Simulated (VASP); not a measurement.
# HF in VASP: further runs

The runs below take HF through single point, with PBEsol.

Everything below comes from runs of VASP 6.6.1. Logs are shortened: lines on timing, memory, paths and dates and some standing lists are left out, and cuts for length are marked.

## Step 1: The cell of the first run

The cell holds an amorphous packing of atoms, 12 atoms: a = 5.465 Å, b = 5.465 Å, c = 5.465 Å, α = 90.00°, β = 90.00°, γ = 90.00°.

## Step 2: Single point, PBEsol

INCAR

```
SYSTEM = HF
PREC = Accurate ; ENCUT = 520
EDIFF = 1E-6 ; ISMEAR = -1
SIGMA = 0.02 ; LREAL = .FALSE.
LASPH = .TRUE. ; NELM = 100
ALGO = Normal ; ISIF = 2
LWAVE = .FALSE. ; LCHARG = .TRUE.
GGA = PS ; LELF = .TRUE.
LVHAR = .TRUE. ; NBANDS = 36
```

KPOINTS

```
regular mesh
0
G
  1 1 1
  0 0 0
```

POSCAR

```
HF
1.0
    5.4647890000      0.0000000000      0.0000000000
    0.0000000000      5.4647890000      0.0000000000
    0.0000000000      0.0000000000      5.4647890000
F H
6 6
Direct
    0.0369305609      0.0932417977      1.0521308060
    0.4616449275      0.6923266392      0.5941407563
    0.7496684203      0.2212689726      0.7570253958
    0.8096614729      0.9833667846      0.4005134632
    0.1775722290      0.3455584357      0.4874705307
    0.6466449149      0.5222559501      0.1961534245
   -0.0824855797      0.1520278549      0.9216440155
    0.5669968659      0.6782009517      0.4546593119
    0.7837274242      0.1342906546      0.5958725142
    0.9146978111      1.0388392224      0.2541750961
    0.2786814418      0.4796886186      0.5385132667
    0.5231029110      0.4879633178      0.0807352191
```

Potentials or basis: VASP PAW PBE potentials, release 64 (F, H).

Started as:

```
> cat potpaw_PBE.64/F/POTCAR potpaw_PBE.64/H/POTCAR > POTCAR
> mpirun -np 1 vasp_gam > vasp.out
```

OUTCAR:

```text
SYSTEM = HF
   PREC = Accurate
   ENCUT = 520
   EDIFF = 1E-6
   ISMEAR = -1
   LREAL = .FALSE.
   LASPH = .TRUE.
   NELM = 100
   ISIF = 2
   GGA = PS

 ion  position               nearest neighbor table
   1  0.037  0.093  0.052-   7 1.02  10 1.32
   2  0.462  0.692  0.594-   8 0.96
   3  0.750  0.221  0.757-   9 1.02   7 1.34
   4  0.810  0.983  0.401-  10 1.03   9 1.36
   5  0.178  0.346  0.487-  11 0.96
   6  0.647  0.522  0.196-  12 0.94
   7  0.918  0.152  0.922-   1 1.02   3 1.34
   8  0.567  0.678  0.455-   2 0.96
   9  0.784  0.134  0.596-   3 1.02   4 1.36
  10  0.915  0.039  0.254-   4 1.03   1 1.32
  11  0.279  0.480  0.539-   5 0.96
  12  0.523  0.488  0.081-   6 0.94

  LATTYP: Found a simple cubic cell.
 ALAT       =     5.4647890000

  Lattice vectors:

 A1 = (   5.4647890000,   0.0000000000,   0.0000000000)
 A2 = (   0.0000000000,   5.4647890000,   0.0000000000)
 A3 = (   0.0000000000,   0.0000000000,   5.4647890000)

Analysis of symmetry for initial positions (statically):
=====================================================================
 Subroutine PRICEL returns:
 Original cell was already a primitive cell.

 Routine SETGRP: Setting up the symmetry group for a
 simple cubic supercell.

 Subroutine GETGRP returns: Found  1 space group operations
 (whereof  1 operations were pure point group operations)
 out of a pool of 48 trial point group operations.

The static configuration has the point symmetry C_1 .

Analysis of symmetry for dynamics (positions and initial velocities):
=====================================================================
 Subroutine PRICEL returns:
 Original cell was already a primitive cell.

 Routine SETGRP: Setting up the symmetry group for a
 simple cubic supercell.

 Subroutine GETGRP returns: Found  1 space group operations
 (whereof  1 operations were pure point group operations)
 out of a pool of 48 trial point group operations.

The dynamic configuration has the point symmetry C_1 .

 Subroutine INISYM returns: Found  1 space group operations
 (whereof  1 operations are pure point group operations),
 and found     1 'primitive' translations

[... 94 lines left out ...]
   IBRION =     -1    ionic relax: 0-MD 1-quasi-New 2-CG
   NFREE  =      0    steps in history (QN), initial steepest desc. (CG)
   ISIF   =      2    stress and relaxation
   ISYM   =      2    0-nonsym 1-usesym 2-fastsym
   POTIM  = 0.5000    time-step for ionic-motion
   TEBEG  =    0.0;   TEEND  =   0.0 temperature during run
   PSTRESS=    0.0 pullay stress
   NELECT =      48.0000    total number of electrons
   NUPDOWN=      -1.0000    fix difference up-down
   EMIN   =  10.00;   EMAX   =-10.00  energy-range for DOS
   EFERMI =   0.00;   METHOD = LEGACY
   ISMEAR =    -1;   SIGMA  =   0.02  broadening in eV -4-tet -1-fermi 0-gaus
   EFERMI_NEDOS =   21; number of points for ismear=-14 and -15
   IALGO  =     38    algorithm
   IMIX   =      4    mixing-type and parameters
     AMIX     =   0.40;   BMIX     =  1.00
     AMIX_MAG =   1.60;   BMIX_MAG =  1.00
  volume/ion in A,a.u.               =      13.60        91.78
  Fermi-wavevector in a.u.,A,eV,Ry     =   1.088717  2.057378 16.127063  1.185306
  Thomas-Fermi vector in A             =   2.224905
   LORBIT       =      0    0 simple, 1 ext, 2 COOP (PROOUT), +10 PAW based schemes
   GGA     = PS    functional components
   LHFCALC =     F    Hartree Fock is set to
   AEXX    =    0.0000 exact exchange contribution
   IVDW    =     0    specifies the selected vdW correction
   LEPSILON=     F    determine dielectric tensor
   LRPA    =     F    only Hartree local field effects (RPA)
 non-spin polarized calculation
  energy-cutoff  :      520.00
  volume of cell :      163.20
 maximum number of plane-waves:      2193
 NGX is ok and might be reduce to    42
   NGX = 21   NGY = 21   NGZ = 21

 number of electron      48.0000005 magnetization

 Free energy of the ion-electron system (eV)
  ---------------------------------------------------
  ext. energy  EPLUGINS =         0.00000000
  ---------------------------------------------------
  free energy    TOTEN  =       -50.05161512 eV

  energy without entropy =      -50.05161512  energy(sigma->0) =      -50.05161512

 E-fermi :  -5.4226     XC(G=0):  -6.2421

 val. band max:       -6.0147365702   @ k =   0.0000   0.0000   0.0000
 cond. band min:       0.6579134313   @ k =   0.0000   0.0000   0.0000
 fundamental gap:      6.6726500014
 Fermi energy:        -5.4225752447

 k-point     1 :       0.0000    0.0000    0.0000
  band No.  band energies     occupation
      1     -28.1636      2.00000
      2     -28.0220      2.00000
      3     -27.5343      2.00000
      4     -26.9685      2.00000
      5     -26.8653      2.00000
      6     -26.1069      2.00000
[... 28 lines left out ...]
     35       8.9878      0.00000
     36       9.3351      0.00000

------------------------ aborting loop because EDIFF is reached ----------------------------------------

  FORCE on cell =-STRESS in cart. coord.  units (eV):
  Direction    XX          YY          ZZ          XY          YZ          ZX
  --------------------------------------------------------------------------------------
  -------------------------------------------------------------------------------------
  Total        0.4042383      0.1240913      0.1583376      0.1646310      0.0648394      0.1206807
  in kB        3.9685130      1.2182366      1.5544418      1.6162253      0.6365454      1.1847539
  external PRESSURE =       2.2470638 kB  Pullay stress =       0.0000000 kB

 VOLUME and BASIS-vectors are now :
 -----------------------------------------------------------------------------
  energy-cutoff  :      520.00
  volume of cell :      163.20
      direct lattice vectors                 reciprocal lattice vectors
     5.464789000  0.000000000  0.000000000     0.182989682  0.000000000  0.000000000
     0.000000000  5.464789000  0.000000000     0.000000000  0.182989682  0.000000000
     0.000000000  0.000000000  5.464789000     0.000000000  0.000000000  0.182989682

 POSITION                                       TOTAL-FORCE (eV/Angst)
 -----------------------------------------------------------------------------------
      0.20182      0.50955      0.28488         0.074442     -0.050372      0.156516
      2.52279      3.78342      3.24685        -0.248836     -0.017714      0.256464
      4.09678      1.20919      4.13698        -0.005373      0.087715      0.107280
      4.42463      5.37389      2.18872        -0.002484      0.036002      0.070550
      0.97039      1.88840      2.66392        -0.122220     -0.153013     -0.061127
      3.53378      2.85402      1.07194         0.115195      0.058107      0.086723
      5.01402      0.83080      5.03659        -0.093528      0.043864     -0.146419
      3.09852      3.70623      2.48462         0.182799     -0.035796     -0.256939
      4.28291      0.73387      3.25632        -0.022868     -0.142959     -0.133500
      4.99863      0.21225      1.38901         0.082644      0.036906     -0.073353
      1.52294      2.62140      2.94286         0.117549      0.199138      0.098443
      2.85865      2.66662      0.44120        -0.077320     -0.061878     -0.104638
 -----------------------------------------------------------------------------------
    total drift:                                0.001153     -0.000591     -0.000119

  FREE ENERGIE OF THE ION-ELECTRON SYSTEM (eV)
  ---------------------------------------------------
  free  energy   TOTEN  =       -50.0516151183 eV

  energy  without entropy=      -50.0516151183  energy(sigma->0) =      -50.05161512
```

OSZICAR:

```text
N       E                     dE             d eps       ncg     rms          rms(c)
DAV:   1     0.392607852322E+03    0.39261E+03   -0.28252E+04    72   0.124E+03
DAV:   2    -0.239404025442E+02   -0.41655E+03   -0.39626E+03    84   0.325E+02
DAV:   3    -0.524430646296E+02   -0.28503E+02   -0.28352E+02    84   0.852E+01
DAV:   4    -0.527466675033E+02   -0.30360E+00   -0.30316E+00    96   0.102E+01
DAV:   5    -0.527495083218E+02   -0.28408E-02   -0.28402E-02    88   0.955E-01    0.110E+01
DAV:   6    -0.501048841739E+02    0.26446E+01   -0.78828E+00    96   0.168E+01    0.461E+00
DAV:   7    -0.500477577636E+02    0.57126E-01   -0.26866E-01    88   0.324E+00    0.270E+00
DAV:   8    -0.500473397910E+02    0.41797E-03   -0.63948E-02    88   0.236E+00    0.285E-01
DAV:   9    -0.500499503133E+02   -0.26105E-02   -0.13461E-02    88   0.681E-01    0.190E-01
DAV:  10    -0.500515992071E+02   -0.16489E-02   -0.18703E-03    80   0.296E-01    0.787E-02
DAV:  11    -0.500516304199E+02   -0.31213E-04   -0.30602E-04    88   0.175E-01    0.280E-02
DAV:  12    -0.500516192385E+02    0.11181E-04   -0.11814E-04    80   0.916E-02    0.154E-02
DAV:  13    -0.500516155664E+02    0.36722E-05   -0.17130E-05    80   0.365E-02    0.637E-03
DAV:  14    -0.500516151183E+02    0.44806E-06   -0.26476E-06    80   0.176E-02
   1 F= -.50051615E+02 E0= -.50051615E+02  d E =-.190588E-12
```

It took 10 s on 1 thread of AMD EPYC 9R45 (Zen 5), shared host; peak memory 0.19 GiB.

Results:

```
Free energy            : -50.0516 eV
Pressure               : 0.2 GPa
Largest force          : 0.358 eV/Å
Band gap on the k mesh : 6.67 eV
```

Forces on the atoms (eV/Å):
```
F    0.074 -0.050  0.157
F   -0.249 -0.018  0.256
F   -0.005  0.088  0.107
F   -0.002  0.036  0.071
F   -0.122 -0.153 -0.061
F    0.115  0.058  0.087
H   -0.094  0.044 -0.146
H    0.183 -0.036 -0.257
H   -0.023 -0.143 -0.134
H    0.083  0.037 -0.073
H    0.118  0.199  0.098
H   -0.077 -0.062 -0.105
```

Levels at points of the mesh, in eV from the valence-band top:
```tsv
k point	band 22	band 23	band 24	band 25	band 26	band 27
(0.00, 0.00, 0.00)	-0.93	-0.04	0.00	6.67	10.38	11.66
```

Caveat: the k points lie up to 1.15 Å⁻¹ apart; the PAW data sets were made with another functional, which shifts forces and pressure a little.

## Step 3: Single point, PBEsol

INCAR

```
ALGO = Normal
EDIFF = 1E-6
ENCUT = 520
GGA = PS
ISIF = 2
ISMEAR = -1
LASPH = True
LCHARG = False
LREAL = False
LWAVE = False
NBANDS = 36
NELM = 100
PREC = Accurate
SIGMA = 0.02
```

KPOINTS

```
k-points
0
Gamma
  1 1 1
```

POSCAR

```
HF
1.0
    5.4647890000      0.0000000000      0.0000000000
    0.0000000000      5.4647890000      0.0000000000
    0.0000000000      0.0000000000      5.4647890000
F H
6 6
Direct
    0.0606244816      0.0273203595      1.0398205676
    0.4772004921      0.7294517684      0.6133448153
    0.7718687766      0.2251871024      0.7711734158
    0.8113213520      0.9905597453      0.4134651859
    0.1418536013      0.4016989494      0.4921324501
    0.6149002276      0.4786278116      0.1731082389
   -0.0360489673      0.1048164897      0.9084888730
    0.6092824444      0.7745770239      0.4931022954
    0.7750161992      0.1639953528      0.6018713623
    0.9222496971      1.0003313943      0.2647860695
    0.2931677691      0.5009342538      0.5340919842
    0.6323574433      0.4597615754      0.0054896905
```

Potentials or basis: VASP PAW PBE potentials, release 64 (F, H).

Started as:

```
> cat potpaw_PBE.64/F/POTCAR potpaw_PBE.64/H/POTCAR > POTCAR
> mpirun -np 1 vasp_gam > vasp.out
```

OUTCAR:

```text
EDIFF = 1E-6
   ENCUT = 520
   GGA = PS
   ISIF = 2
   ISMEAR = -1
   LASPH = True
   LREAL = False
   NELM = 100
   PREC = Accurate

 ion  position               nearest neighbor table
   1  0.061  0.027  0.040-   7 0.99
   2  0.477  0.729  0.613-   8 1.01
   3  0.772  0.225  0.771-   9 0.98
   4  0.811  0.991  0.413-  10 1.02
   5  0.142  0.402  0.492-  11 1.02
   6  0.615  0.479  0.173-  12 0.93
   7  0.964  0.105  0.908-   1 0.99
   8  0.609  0.775  0.493-   2 1.01
   9  0.775  0.164  0.602-   3 0.98
  10  0.922  0.000  0.265-   4 1.02
  11  0.293  0.501  0.534-   5 1.02
  12  0.632  0.460  0.005-   6 0.93

  LATTYP: Found a simple cubic cell.
 ALAT       =     5.4647890000

  Lattice vectors:

 A1 = (   5.4647890000,   0.0000000000,   0.0000000000)
 A2 = (   0.0000000000,   5.4647890000,   0.0000000000)
 A3 = (   0.0000000000,   0.0000000000,   5.4647890000)

Analysis of symmetry for initial positions (statically):
=====================================================================
 Subroutine PRICEL returns:
 Original cell was already a primitive cell.

 Routine SETGRP: Setting up the symmetry group for a
 simple cubic supercell.

 Subroutine GETGRP returns: Found  1 space group operations
 (whereof  1 operations were pure point group operations)
 out of a pool of 48 trial point group operations.

The static configuration has the point symmetry C_1 .

Analysis of symmetry for dynamics (positions and initial velocities):
=====================================================================
[... 129 lines left out ...]
  Thomas-Fermi vector in A             =   2.224905
   LORBIT       =      0    0 simple, 1 ext, 2 COOP (PROOUT), +10 PAW based schemes
   GGA     = PS    functional components
   LHFCALC =     F    Hartree Fock is set to
   AEXX    =    0.0000 exact exchange contribution
   IVDW    =     0    specifies the selected vdW correction
   LEPSILON=     F    determine dielectric tensor
   LRPA    =     F    only Hartree local field effects (RPA)
 non-spin polarized calculation
  energy-cutoff  :      520.00
  volume of cell :      163.20
 maximum number of plane-waves:      2193
 NGX is ok and might be reduce to    42
   NGX = 21   NGY = 21   NGZ = 21

 number of electron      48.0000002 magnetization

 Free energy of the ion-electron system (eV)
  ---------------------------------------------------
  ext. energy  EPLUGINS =         0.00000000
  ---------------------------------------------------
  free energy    TOTEN  =       -49.78649697 eV

  energy without entropy =      -49.78649697  energy(sigma->0) =      -49.78649697

 E-fermi :  -5.2172     XC(G=0):  -6.2960

 val. band max:       -5.8221274211   @ k =   0.0000   0.0000   0.0000
 cond. band min:       0.6131027237   @ k =   0.0000   0.0000   0.0000
 fundamental gap:      6.4352301448
 Fermi energy:        -5.2172425335

 k-point     1 :       0.0000    0.0000    0.0000
  band No.  band energies     occupation
      1     -28.6514      2.00000
      2     -27.7507      2.00000
      3     -27.3786      2.00000
      4     -27.1478      2.00000
      5     -27.0226      2.00000
      6     -25.6821      2.00000
[... 28 lines left out ...]
     35       8.5817      0.00000
     36       9.0778      0.00000

------------------------ aborting loop because EDIFF is reached ----------------------------------------

  FORCE on cell =-STRESS in cart. coord.  units (eV):
  Direction    XX          YY          ZZ          XY          YZ          ZX
  --------------------------------------------------------------------------------------
  -------------------------------------------------------------------------------------
  Total       -2.9082460     -1.0043614     -0.2978896     -1.5166723      0.4684111      0.8253698
  in kB      -28.5510129     -9.8600787     -2.9244603    -14.8895693      4.5985148      8.1028716
  external PRESSURE =     -13.7785173 kB  Pullay stress =       0.0000000 kB

 VOLUME and BASIS-vectors are now :
 -----------------------------------------------------------------------------
  energy-cutoff  :      520.00
  volume of cell :      163.20
      direct lattice vectors                 reciprocal lattice vectors
     5.464789000  0.000000000  0.000000000     0.182989682  0.000000000  0.000000000
     0.000000000  5.464789000  0.000000000     0.000000000  0.182989682  0.000000000
     0.000000000  0.000000000  5.464789000     0.000000000  0.000000000  0.182989682

 POSITION                                       TOTAL-FORCE (eV/Angst)
 -----------------------------------------------------------------------------------
      0.33130      0.14930      0.21761        -0.017263     -0.277075      0.582038
      2.60780      3.98630      3.35180         1.163311      0.068791     -1.131453
      4.21810      1.23060      4.21430        -0.181732      0.310597      0.449447
      4.43370      5.41320      2.25950         0.042611     -0.438009     -0.529931
      0.77520      2.19520      2.68940         1.889888      1.094603      0.539998
      3.36030      2.61560      0.94600        -0.086949      0.225840      1.109798
      5.26779      0.57280      4.96470        -0.295777      0.200049      0.107275
      3.32960      4.23290      2.69470        -1.241325     -0.355538      1.067600
      4.23530      0.89620      3.28910         0.282429     -0.068280     -0.211588
      5.03990      0.00181      1.44700         0.073297      0.262719     -0.305277
      1.60210      2.73750      2.91870        -1.743631     -0.823359     -0.568902
      3.45570      2.51250      0.03000         0.115140     -0.200339     -1.109006
 -----------------------------------------------------------------------------------
    total drift:                                0.001423      0.000397      0.000074

  FREE ENERGIE OF THE ION-ELECTRON SYSTEM (eV)
  ---------------------------------------------------
  free  energy   TOTEN  =       -49.7864969728 eV

  energy  without entropy=      -49.7864969728  energy(sigma->0) =      -49.78649697
```

stdout:

```text
POSCAR found type information on POSCAR F H
 POSCAR found :  2 types and      12 ions
 scaLAPACK will be used
 -----------------------------------------------------------------------------
|                                                                             |
|                                                                             |
|     You enforced a specific xc type in the INCAR file but a different       |
|     I HOPE YOU KNOW WHAT YOU ARE DOING!                                     |
|                                                                             |
 -----------------------------------------------------------------------------

 LDA part: xc-table for (Slater+PW92), standard interpolation
 POSCAR, INCAR and KPOINTS ok, starting setup
 FFT: planning ... GRIDC
 FFT: planning ... GRID_SOFT
 FFT: planning ... GRID
 WAVECAR not read
 entering main loop
```

It took 9.5 s on 1 thread of AMD EPYC 9R45 (Zen 5), shared host; peak memory 0.19 GiB.

What came out:

- Free energy: -49.7865 eV
- Pressure: -1.4 GPa
- Largest force: 2.250 eV/Å
- Band gap on the k mesh: 6.44 eV

Forces in eV/Å, atoms in the order of the input:
```
F   -0.017 -0.277  0.582
F    1.163  0.069 -1.131
F   -0.182  0.311  0.449
F    0.043 -0.438 -0.530
F    1.890  1.095  0.540
F   -0.087  0.226  1.110
H   -0.296  0.200  0.107
H   -1.241 -0.356  1.068
H    0.282 -0.068 -0.212
H    0.073  0.263 -0.305
H   -1.744 -0.823 -0.569
H    0.115 -0.200 -1.109
```

Caveat: the k points lie up to 1.15 Å⁻¹ apart; the PAW data sets were made with another functional, which shifts forces and pressure a little.
